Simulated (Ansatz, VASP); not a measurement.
# SiSb3Au: VASP beside Ansatz

Contents of INCAR:

```
  ALGO = Normal
  EDIFF = 1E-6
  ENCUT = 520
  GGA = PE
  ISIF = 2
  ISMEAR = 0
  LASPH = T
  LCHARG = F
  LREAL = F
  LWAVE = F
  NBANDS = 23
  NELM = 60
  PREC = Accurate
  SIGMA = 0.1
```

Contents of KPOINTS:

```
k-points
0
Gamma
  4 4 4
```

POSCAR

```
SiSb3Au
1.0
    5.0551933600      0.0000000000      0.0000000000
    0.0000000000      5.0551933600      0.0000000000
    0.0000000000      0.0000000000      5.0551933600
Si Sb Au
1 3 1
Direct
    0.0000000000      0.0000000000      0.0000000000
    0.0000000000      0.5000000000      0.5000000000
    0.5000000000      0.0000000000      0.5000000000
    0.5000000000      0.5000000000      0.0000000000
    0.5000000000      0.5000000000      0.5000000000
```

Input for Ansatz:

```yaml
crystal:
  lattice:
    - [5.05519336, 0.0, 0.0]
    - [0.0, 5.05519336, 0.0]
    - [0.0, 0.0, 5.05519336]
  atoms:
    - { symbol: Si, position: [0.0, 0.0, 0.0] }
    - { symbol: Sb, position: [0.0, 0.5, 0.5] }
    - { symbol: Sb, position: [0.5, 0.0, 0.5] }
    - { symbol: Sb, position: [0.5, 0.5, 0.0] }
    - { symbol: Au, position: [0.5, 0.5, 0.5] }
basis:
  ecutwfc: 420
kpoints:
  mp_grid: { grid: [4, 4, 4] }
hamiltonian:
  xc: pbe
scf:
  occupations: { method: gaussian, width: 0.1 }
  lower_state_search: "off"
output:
  forces: true
  stress: true
  eigenvalues: true
```

Change from the starting cell: species swapped into the Ca3BiN type (Pm-3m, No. 221).

Alike in both runs: task single point; functional PBE; k mesh 4 × 4 × 4; occupations gaussian, width 0.1 eV; no spin polarisation.

|  | VASP | Ansatz |
| --- | --- | --- |
| version | VASP 6.6.1 | Ansatz 0.2.0 |
| potentials or method | VASP PAW PBE potentials, release 64 (Si, Sb, Au), cutoff 520 eV | scalar-relativistic, plane waves, PAW |
| valence electrons in the cell | 30 | 68 |

VASP gave:

* gap on the k mesh at the Fermi level (eV): none
* pressure (GPa): 14.1

Question: What did Ansatz give for the same quantities?

Answer: gap on the k mesh at the Fermi level (eV): none; pressure (GPa): 14.4.

A gap of «none» marks a metal or a gap that the smearing closes. VASP's potentials hold 30 valence electrons a cell and Ansatz's 68, so a difference there can come from the potentials and not from the codes.

Neither program's run includes spin-orbit coupling.
